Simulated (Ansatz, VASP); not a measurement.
# One calculation of Ta, two programs

Contents of INCAR:

```
PREC     = Accurate       # precision mode
ENCUT    = 520            # plane-wave cutoff, eV
EDIFF    = 1E-7           # SCF threshold, eV
ISMEAR   = -1             # smearing method
SIGMA    = 0.05           # smearing width, eV
LREAL    = F              # projectors in reciprocal space
LASPH    = T              # aspherical terms in the spheres
NELM     = 100            # most SCF steps
ALGO     = Normal         # electronic algorithm
ISIF     = 2              # what is computed and relaxed
LWAVE    = F              # write WAVECAR
LCHARG   = T              # write CHGCAR
GGA      = CA             # functional
LELF     = T              # ELF
LVHAR    = T            
NBANDS   = 18             # bands
```

File KPOINTS:

```
Automatic mesh
0
Gamma
  11 11 5
```

POSCAR

```
Ta
1.0
    2.9572565550      0.0000000000      0.0000000000
   -1.4786282775      2.5610593022      0.0000000000
    0.0000000000      0.0000000000      5.2675992145
Ta
2
Direct
    0.3333333333      0.6666666667      0.2500000000
    0.6666666667      0.3333333333      0.7500000000
```

The input input.yaml:

```yaml
crystal:
  lattice:
    - [2.957256555, 0.0, 0.0]
    - [-1.4786282775, 2.5610593022, 0.0]
    - [0.0, 0.0, 5.2675992145]
  atoms:
    - { symbol: Ta, position: [0.3333333333, 0.6666666667, 0.25] }
    - { symbol: Ta, position: [0.6666666667, 0.3333333333, 0.75] }
kpoints:
  mp_grid: { grid: [11, 11, 5] }
scf:
  occupations: { method: fermi_dirac, width: 0.05 }
hamiltonian:
  xc: lda
  pseudopotentials: { kind: all_electron, lapw: { basis_error: 0.001 } }
output:
  forces: true
  stress: true
  eigenvalues: true
```

Change from the starting cell: volume scaled by 1.06.

Alike in both runs: task single point; functional LDA; k mesh 11 × 11 × 5; occupations fermi-dirac, width 0.05 eV; no spin polarisation.

|  | VASP | Ansatz |
| --- | --- | --- |
| version | VASP 6.6.1 | Ansatz 0.2.0 |
| potentials or method | VASP PAW LDA potentials, release 64 (Ta_pv), cutoff 520 eV | all-electron LAPW, scalar-relativistic |

```csv
,VASP,Ansatz,Ansatz less VASP
gap on the k mesh at the Fermi level (eV),none,none,-
pressure (GPa),-20.0,-20.4,-0.45
"traceless stress, the component that is largest in VASP (GPa)",2.65,2.66,+0.011
```

LDA's correlation is that of Perdew and Zunger in VASP and of Perdew and Wang (1992) in Ansatz. A gap of «none» marks a metal or a gap that the smearing closes. Ansatz ran all-electron here, and VASP with PAW potentials.

Spin-orbit coupling is off throughout.
